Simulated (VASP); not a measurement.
# GaSb: single point with PBE

Crystal: GaSb.

```
Ga Sb
1.0
    -1.60854    2.46062    3.02710
     1.60854   -2.46062    3.02710
     1.60854    2.46062   -3.02710
Ga Sb
1 1
Direct
  0.00000 0.00000 0.00000
  0.50000 0.50000 0.00000
```

This cell differs from its parent crystal: strain +e along x and -e along y +0.0267, strain +e along z and -e/2 along x and y +0.0500.

- Program: VASP 6.6.1
- Task: single point
- Functional: PBE
- Potentials or basis: VASP PAW PBE potentials, release 64 (Ga_d, Sb)
- Cutoff: 520 eV
- k mesh: 16 × 16 × 16
- Occupations: gaussian, width 0.15 eV
- Spin: no spin polarisation
- Dipole correction: no
- Further INCAR settings: ALGO = Normal; EDIFF = 1e-06; NBANDS = 16

- Pressure: 0.8 GPa
- Band gap on the k mesh: zero (bands 9 and 10 overlap by 5.77 eV)

Stress tensor (GPa, compression positive):
```
 2.81  0.00  0.00
 0.00  4.14  0.00
 0.00  0.00 -4.58
```

Levels at points of the mesh, in eV from the Fermi level:
```tsv
k point	band 7	band 8	band 9	band 10	band 11	band 12
(0.00, 0.00, 0.00)	-2.51	-2.40	-0.70	3.82	4.10	4.69
(0.50, 0.00, 0.00)	-8.04	-0.45	1.04	3.43	3.96	4.07
(0.00, 0.50, 0.00)	-6.40	-1.11	-0.29	0.24	1.11	2.04
(0.50, 0.50, 0.00)	-5.12	-3.62	-2.73	-1.61	3.11	5.54
(0.50, 0.50, 0.50)	-5.17	-5.11	-4.50	2.23	6.16	9.17
```

It took 3.8 min on 1 thread of Intel(R) Xeon(R) Platinum 8488C (Sapphire Rapids), on a shared host, peak memory 0.58 GiB.

Caveat: the cell differs from its parent crystal (strain +e along x and -e along y +0.0267, strain +e along z and -e/2 along x and y +0.0500); spin-orbit coupling is left out, which moves the levels of the heavy elements.
